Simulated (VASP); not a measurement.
A run of VASP 6.6.1 is set up as follows.

Contents of INCAR:

```
  ALGO = Normal
  EDIFF = 1E-6
  ENCUT = 600
  GGA = PE
  GGA_COMPAT = False
  ISIF = 2
  ISMEAR = 0
  IVDW = 12
  LASPH = True
  LCHARG = False
  LREAL = False
  LWAVE = False
  NBANDS = 14
  NELM = 120
  PREC = Accurate
  SIGMA = 0.02
```

File KPOINTS:

```
k-points
0
Gamma
  8 8 8
```

File POSCAR:

```
NaF
1.0
    0.0000000000      2.3144019973      2.3144019973
    2.3144019973      0.0000000000      2.3144019973
    2.3144019973      2.3144019973      0.0000000000
Na F
1 1
Direct
    0.0000000000      0.0000000000      0.0000000000
    0.5000000000      0.5000000000      0.5000000000
```

Potentials or basis: VASP PAW PBE potentials, release 64 (Na_pv, F).

Run with:

```bash
$ cat potpaw_PBE.64/Na_pv/POTCAR potpaw_PBE.64/F/POTCAR > POTCAR
$ mpirun -np 1 vasp_std > vasp.out
```

Task: What does it give for the band gap on the k mesh?

Result: 6.32 eV.

Task: Predict the pressure.

Result: -0.2 GPa.

Task: Estimate the dispersion energy per atom.

Result: -0.174 eV.
